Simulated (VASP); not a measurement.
Wanted: the native input for a VASP 6.6.1 run.

| Item | Value |
| --- | --- |
| Task | single point |
| Functional | PBEsol |
| Potentials or basis | VASP PAW PBE potentials, release 64 (V_sv, O) |
| Cutoff | 600 eV |
| k mesh | 6 × 6 × 9 |
| Occupations | fermi-dirac, width 0.05 eV |
| Spin | collinear spin, ferromagnetic start |
| Starting moments | [2.0, 2.0, 0.0, 0.0, 0.0, 0.0] μB |
| Dipole correction | no |
| Further INCAR settings | ALGO = Normal; EDIFF = 1e-06; NBANDS = 38 |

The structure of VO2 lies in POSCAR:

```
VO2
1.0
    4.5072020454      0.0000000000      0.0000000000
    0.0000000000      4.5072020454      0.0000000000
    0.0000000000      0.0000000000      3.0444500000
V O
2 4
Direct
    0.5000000000      0.5000000000      0.5000000000
    0.0000000000      0.0000000000      0.0000000000
    0.2003580000      0.7996420000      0.5000000000
    0.7996420000      0.2003580000      0.5000000000
    0.7003580000      0.7003580000      0.0000000000
    0.2996420000      0.2996420000      0.0000000000
```

These files were run (other wordings do the same):

INCAR

```
PREC     = Accurate       # precision mode
ENCUT    = 600            # plane-wave cutoff, eV
EDIFF    = 1E-6           # SCF threshold, eV
ISMEAR   = -1             # smearing method
SIGMA    = 0.05           # smearing width, eV
LREAL    = False          # projectors in reciprocal space
LASPH    = True           # aspherical terms in the spheres
NELM     = 200            # most SCF steps
ALGO     = Normal         # electronic algorithm
ISIF     = 2              # what is computed and relaxed
LWAVE    = False          # write WAVECAR
LCHARG   = False          # write CHGCAR
ISPIN    = 2              # spin polarisation
MAGMOM   = 2 2 0 0 0 0    # initial moments
LORBIT   = 11             # projections on sites
LMAXMIX  = 4              # l up to which the mixer works
GGA      = PS             # functional
NBANDS   = 38             # bands
GGA_COMPAT= False
```

KPOINTS

```
regular mesh
0
Gamma
  6 6 9
```

Potentials or basis: VASP PAW PBE potentials, release 64 (V_sv, O).

The run is started by

```bash
$ cat potpaw_PBE.64/V_sv/POTCAR potpaw_PBE.64/O/POTCAR > POTCAR
$ mpirun -np 1 vasp_std > vasp.out
```

It gave:

```json
{
 "Pressure": "-16.0 GPa",
 "Largest force": "0.283 eV/Å",
 "Band gap on the k mesh": "zero (filled and empty bands overlap)",
 "Net moment": "2.00 μB per cell",
 "Site moments": "V +1.07; O -0.07 μB",
 "Valence electrons inside the program's atomic spheres": "V 11.41; O 5.00"
}
```

Caveat: the stress differs along the axes, from -29 to -10 GPa; the PAW data sets were made with another functional, which shifts forces and pressure a little; semilocal functionals often make such compounds metallic where correlation or magnetic order opens a gap, which also shifts bond lengths.

It took 9.6 min on 1 thread of Oxide Virtual Turin-like Processor, with other jobs on the host, peak memory 0.3 GiB.
